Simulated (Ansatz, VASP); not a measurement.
## Two plane-wave programs on ZrN

File INCAR:

```
  PREC = Accurate
  ENCUT = 600
  EDIFF = 1E-6
  ISMEAR = 0
  SIGMA = 0.1
  LREAL = F
  LASPH = T
  NELM = 120
  ALGO = Normal
  ISIF = 2
  LWAVE = F
  LCHARG = T
  GGA = PE
  LELF = T
  LVHAR = T
  NBANDS = 16
  GGA_COMPAT = F
```

Contents of KPOINTS:

```
regular mesh
0
Gamma
  6 6 6
```

Contents of POSCAR:

```
ZrN
1.0
    0.0000000000      2.2842299900      2.2842299900
    2.2842299900      0.0000000000      2.2842299900
    2.2842299900      2.2842299900      0.0000000000
Zr N
1 1
Direct
    0.0000000000      0.0000000000      0.0000000000
    0.5000000000      0.5000000000      0.5000000000
```

Input for Ansatz:

```yaml
crystal:
  lattice:
    - [0.0, 2.28422999, 2.28422999]
    - [2.28422999, 0.0, 2.28422999]
    - [2.28422999, 2.28422999, 0.0]
  atoms:
    - { symbol: Zr, position: [0.0, 0.0, 0.0] }
    - { symbol: "N", position: [0.5, 0.5, 0.5] }
basis:
  ecutwfc: 420
kpoints:
  mp_grid: { grid: [6, 6, 6] }
hamiltonian:
  xc: pbe
scf:
  occupations: { method: gaussian, width: 0.1 }
  lower_state_search: "off"
output:
  forces: true
  stress: true
  eigenvalues: true
```

Alike in both runs: task single point; functional PBE; k mesh 6 × 6 × 6; occupations gaussian, width 0.1 eV; no spin polarisation.

|  | VASP | Ansatz |
| --- | --- | --- |
| version | VASP 6.6.1 | Ansatz 0.2.0 |
| potentials or method | VASP PAW PBE potentials, release 64 (Zr_sv, N), cutoff 600 eV | scalar-relativistic, plane waves, PAW |
| valence electrons in the cell | 17 | 17 |

|  | VASP | Ansatz | Ansatz less VASP |
| --- | --- | --- | --- |
| gap on the k mesh at the Fermi level (eV) | none | none | - |
| pressure (GPa) | 4.4 | 4.2 | -0.15 |

A gap of «none» marks a metal or a gap that the smearing closes. With one functional, cell and mesh, what is left measures potentials, basis and numerics.

The k mesh is coarse, so the values compare programs but aren't converged.
